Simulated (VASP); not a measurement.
# N (P-1) in VASP: notebook, part 2 of 2

VASP 6.6.1. Earlier steps stand in the parts before.

## 4. Single point, LDA (the part above a cut slid along it)

INCAR

```
  ALGO = Normal
  EDIFF = 1E-6
  ENCUT = 520
  GGA = CA
  ISIF = 2
  ISMEAR = 0
  LASPH = True
  LCHARG = False
  LREAL = False
  LWAVE = False
  NBANDS = 30
  NELM = 80
  PREC = Accurate
  SIGMA = 0.05
```

KPOINTS

```
k-points
0
Gamma
  7 7 2
```

POSCAR

```
N
1.0
   -3.5269202438      0.0000000000      0.0000000000
   -1.7634601219     -3.0544025283      0.0000000000
   -0.4408650305      0.7636006321     16.8505029787
N
8
Direct
    0.1480091996      0.5186574671      0.7412965349
    0.2492710358      0.4173956309      0.3362491902
    0.1642410404      0.5024256263      0.6763691717
    0.2655028766      0.4011637901      0.2713218270
    0.6332352872      0.7000980461      0.1337255178
    0.5319734510      0.8013598823      0.5387728626
    0.6494671280      0.6838662053      0.0687981546
    0.5482052918      0.7851280415      0.4738454993
```

Potentials or basis: VASP PAW LDA potentials, release 64 (N).

Started as:

```bash
> cat potpaw_LDA.64/N/POTCAR > POTCAR
> mpirun -np 1 vasp_std > vasp.out
```

OUTCAR:

```text
EDIFF = 1E-6
   ENCUT = 520
   GGA = CA
   ISIF = 2
   ISMEAR = 0
   LASPH = True
   LREAL = False
   NELM = 80
   PREC = Accurate

 ion  position               nearest neighbor table
   1  0.148  0.519  0.741-   3 1.09
   2  0.249  0.417  0.336-   4 1.09
   3  0.164  0.502  0.676-   1 1.09
   4  0.266  0.401  0.271-   2 1.09
   5  0.633  0.700  0.134-   7 1.09
   6  0.532  0.801  0.539-   8 1.09
   7  0.649  0.684  0.069-   5 1.09
   8  0.548  0.785  0.474-   6 1.09

  LATTYP: Found a base centered monoclinic cell.
 ALAT       =     3.5269202438
 B/A-ratio  =     1.7320508076
 C/A-ratio  =     4.7842182484
 COS(beta)  =    -0.0522551412

  Lattice vectors:

 A1 = (  -1.7634601219,  -3.0544025283,   0.0000000000)
 A2 = (   3.5269202438,   0.0000000000,   0.0000000000)
 A3 = (  -0.4408650305,   0.7636006321,  16.8505029787)

Analysis of symmetry for initial positions (statically):
[... 189 lines left out ...]

 val. band max:       -6.4415411196   @ k =   0.1429   0.1429  -0.0000
 cond. band min:       0.1825959057   @ k =   0.1429  -0.4286  -0.0000
 fundamental gap:      6.6241370253
 Fermi energy:        -6.1414981773

 k-point     1 :       0.0000    0.0000    0.0000
  band No.  band energies     occupation
      1     -25.2300      2.00000
      2     -25.2128      2.00000
      3     -25.1952      2.00000
      4     -25.1856      2.00000
      5     -10.8573      2.00000
      6     -10.5495      2.00000
[... 781 lines left out ...]
     29       5.6882      0.00000
     30       6.1273      0.00000

 [... further k-points ...]

------------------------ aborting loop because EDIFF is reached ----------------------------------------

  FORCE on cell =-STRESS in cart. coord.  units (eV):
  Direction    XX          YY          ZZ          XY          YZ          ZX
  --------------------------------------------------------------------------------------
  -------------------------------------------------------------------------------------
  Total       -0.2086570     -0.2087487      6.5206368     -0.0000128      0.0001617     -0.0000961
  in kB       -1.8416568     -1.8424660     57.5527150     -0.0001130      0.0014273     -0.0008481
  external PRESSURE =      17.9561974 kB  Pullay stress =       0.0000000 kB

 VOLUME and BASIS-vectors are now :
 -----------------------------------------------------------------------------
  energy-cutoff  :      520.00
  volume of cell :      181.52
      direct lattice vectors                 reciprocal lattice vectors
    -3.526920244  0.000000000  0.000000000    -0.283533488  0.163698136 -0.014836352
    -1.763460122 -3.054402528  0.000000000     0.000000000 -0.327396272  0.014836352
    -0.440865030  0.763600632 16.850502979     0.000000000  0.000000000  0.059345410

 POSITION                                       TOTAL-FORCE (eV/Angst)
 -----------------------------------------------------------------------------------
     -1.76346     -1.01813     12.49122        -0.000050      0.000013      1.510736
     -1.76346     -1.01813      5.66597        -0.000022     -0.000008      1.532239
     -1.76346     -1.01813     11.39716         0.000003      0.000002     -1.511491
     -1.76346     -1.01813      4.57191        -0.000008     -0.000022     -1.533649
     -3.52692     -2.03627      2.25334        -0.000003     -0.000002      1.511491
     -3.52692     -2.03627      9.07859         0.000008      0.000022      1.533649
     -3.52692     -2.03627      1.15928         0.000050     -0.000013     -1.510736
     -3.52692     -2.03627      7.98453         0.000022      0.000008     -1.532239
 -----------------------------------------------------------------------------------
    total drift:                               -0.000003      0.000008      0.000036

  FREE ENERGIE OF THE ION-ELECTRON SYSTEM (eV)
  ---------------------------------------------------
  free  energy   TOTEN  =       -70.2833333558 eV

  energy  without entropy=      -70.2833333558  energy(sigma->0) =      -70.28333336
```

OSZICAR:

```text
N       E                     dE             d eps       ncg     rms          rms(c)
DAV:   1     0.264903447625E+03    0.26490E+03   -0.18625E+04  3008   0.113E+03
DAV:   2    -0.470101340676E+02   -0.31191E+03   -0.30210E+03  4062   0.264E+02
DAV:   3    -0.739297860503E+02   -0.26920E+02   -0.26638E+02  3486   0.844E+01
DAV:   4    -0.742621362083E+02   -0.33235E+00   -0.33153E+00  3644   0.106E+01
DAV:   5    -0.742655728140E+02   -0.34366E-02   -0.34352E-02  3822   0.103E+00    0.161E+01
DAV:   6    -0.710555653464E+02    0.32100E+01   -0.44999E+00  3120   0.112E+01    0.910E+00
DAV:   7    -0.703165228502E+02    0.73904E+00   -0.29148E+00  3804   0.920E+00    0.225E+00
DAV:   8    -0.702835717436E+02    0.32951E-01   -0.27614E-01  3480   0.265E+00    0.420E-01
DAV:   9    -0.702833184902E+02    0.25325E-03   -0.67140E-03  3564   0.455E-01    0.209E-01
DAV:  10    -0.702832886528E+02    0.29837E-04   -0.44405E-04  3988   0.144E-01    0.689E-02
DAV:  11    -0.702832661274E+02    0.22525E-04   -0.27603E-04  3800   0.956E-02    0.210E-02
DAV:  12    -0.702832865493E+02   -0.20422E-04   -0.38437E-05  3748   0.363E-02    0.113E-02
DAV:  13    -0.702833083133E+02   -0.21764E-04   -0.36869E-06  3720   0.113E-02    0.626E-03
DAV:  14    -0.702833259137E+02   -0.17600E-04   -0.21663E-06  3406   0.608E-03    0.373E-03
DAV:  15    -0.702833327638E+02   -0.68501E-05   -0.19287E-06  3440   0.533E-03    0.981E-04
DAV:  16    -0.702833333558E+02   -0.59207E-06   -0.22798E-07  2918   0.240E-03
   1 F= -.70283333E+02 E0= -.70283333E+02  d E =-.681168E-18
```

stdout:

```text
POSCAR found type information on POSCAR N
 POSCAR found :  1 types and       8 ions
 scaLAPACK will be used
 LDA part: xc-table for (Slater(with rela. corr.)+CA(PZ))
 , standard interpolation
 POSCAR, INCAR and KPOINTS ok, starting setup
 FFT: planning ... GRIDC
 FFT: planning ... GRID_SOFT
 FFT: planning ... GRID
 WAVECAR not read
 entering main loop
```

Run time: 5.1 min. Hardware: 1 thread of Intel Xeon Platinum 8488C (Sapphire Rapids), shared host; peak memory 0.34 GiB.

What came out:

```
Free energy            : -70.2833 eV
Pressure               : 1.8 GPa
Largest force          : 1.534 eV/Å
Band gap on the k mesh : 6.62 eV (least direct gap 6.78 eV)
```

Forces on the atoms (eV/Å):
```
N    0.000  0.000  1.511
N    0.000  0.000  1.532
N    0.000  0.000 -1.511
N    0.000  0.000 -1.534
N    0.000  0.000  1.511
N    0.000  0.000  1.534
N    0.000  0.000 -1.511
N    0.000  0.000 -1.532
```

Stress tensor (GPa, compression positive):
```
-0.18  0.00  0.00
 0.00 -0.18  0.00
 0.00  0.00  5.76
```

Caveat: the cell differs from its parent crystal (the part above a cut slid along it); the standard files for N, O and F lose accuracy on very short bonds; the stress differs along the axes, from -0 to 6 GPa; forces of over 1 eV/Å act on the atoms, so gaps and moduli don't describe the material at rest.

## 5. The runs side by side

```tsv
cell	gap on the mesh (eV)	pressure (GPa)	largest force (eV/Å)
a = 3.527, b = 3.527, c = 16.861 Å, angles 91.0, 89.0, 60.0°, 8 atoms	6.62	1.8	1.53
a = 3.527, b = 3.527, c = 16.891 Å, angles 92.0, 88.0, 60.0°, 8 atoms	6.62	1.8	1.53
a = 3.527, b = 3.527, c = 16.874 Å, angles 91.5, 88.5, 60.0°, 8 atoms	6.62	1.8	1.53
```

Alike in all rows: task single point; level LDA; potentials or basis VASP PAW LDA potentials, release 64 (N); no spin polarisation; k mesh 7 × 7 × 2; cutoff (eV) 520; smearing gaussian 0.05 eV.

Caveats: the standard files for N, O and F lose accuracy on very short bonds; the stress differs along the axes, from -0 to 6 GPa; forces of over 1 eV/Å act on the atoms, so gaps and moduli don't describe the material at rest.

Total energies depend on the potentials used, so only differences within one code and one set of settings carry meaning.
